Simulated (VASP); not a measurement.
Write the native input for VASP 6.6.1 that does the following.

* Task: single point
* Functional: r2SCAN
* Potentials or basis: VASP PAW PBE potentials, release 64 (Pb_d, F)
* Cutoff: 520 eV
* k mesh: 4 × 4 × 4
* Occupations: gaussian, width 0.01 eV
* Spin: no spin polarisation
* Dipole correction: no
* Further INCAR settings: ALGO = Normal; EDIFF = 1e-06; NBANDS = 37

PbF2:

```xyz
6
Lattice="5.5782 0.0000 0.0000 0.0000 5.5782 0.0000 0.0000 0.0000 3.9399" Properties=species:S:1:pos:R:3 pbc="T T T"
Pb    0.0000    0.0000    0.0000
Pb    2.7891    2.7891    1.9699
F     1.7249    1.7249    0.0000
F     1.0642    4.5140    1.9699
F     4.5140    1.0642    1.9699
F     3.8533    3.8533    0.0000
```

These files were run (other wordings do the same):

POSCAR

```
PbF2
1.0
    5.5782091968      0.0000000000      0.0000000000
    0.0000000000      5.5782091968      0.0000000000
    0.0000000000      0.0000000000      3.9398845654
Pb F
2 4
Direct
    0.0000000000      0.0000000000      0.0000000000
    0.5000000000      0.5000000000      0.5000000000
    0.3092282397      0.3092282397      0.0000000000
    0.1907717603      0.8092282397      0.5000000000
    0.8092282397      0.1907717603      0.5000000000
    0.6907717603      0.6907717603      0.0000000000
```

INCAR.step1

```
ALGO = Normal ; EDIFF = 1E-4
ENCUT = 520 ; GGA = PE
ISMEAR = 0 ; LASPH = T
LCHARG = F ; LREAL = F
LWAVE = T ; NBANDS = 37
NELM = 100 ; PREC = Accurate
SIGMA = 0.01
```

INCAR.step2

```
ALGO = Normal ; EDIFF = 1E-6
ENCUT = 520 ; ISIF = 2
ISMEAR = 0 ; ISTART = 1
LASPH = T ; LCHARG = T
LELF = T ; LMIXTAU = T
LREAL = F ; LVHAR = T
LWAVE = F ; METAGGA = R2SCAN
NBANDS = 37 ; NELM = 100
PREC = Accurate ; SIGMA = 0.01
```

KPOINTS

```
k-points
0
Gamma
  4 4 4
```

Potentials or basis: VASP PAW PBE potentials, release 64 (Pb_d, F).

Launch:

```bash
$ cat potpaw_PBE.64/Pb_d/POTCAR potpaw_PBE.64/F/POTCAR > POTCAR
$ cp INCAR.step1 INCAR
$ mpirun -np 1 vasp_std > vasp.out
$ cp INCAR.step2 INCAR
$ mpirun -np 1 vasp_std > vasp.out
```

It gave:

* Pressure: 0.0 GPa
* Band gap on the k mesh: 4.05 eV, indirect (least direct gap 4.32 eV)

Caveat: the PAW data sets were made with another functional, which shifts forces and pressure a little; spin-orbit coupling is left out, which moves the levels of the heavy elements.

Wall time 2.4 min on 1 thread of Intel(R) Xeon(R) 6975P-C (Granite Rapids), with other jobs on the host, peak memory 0.25 GiB.
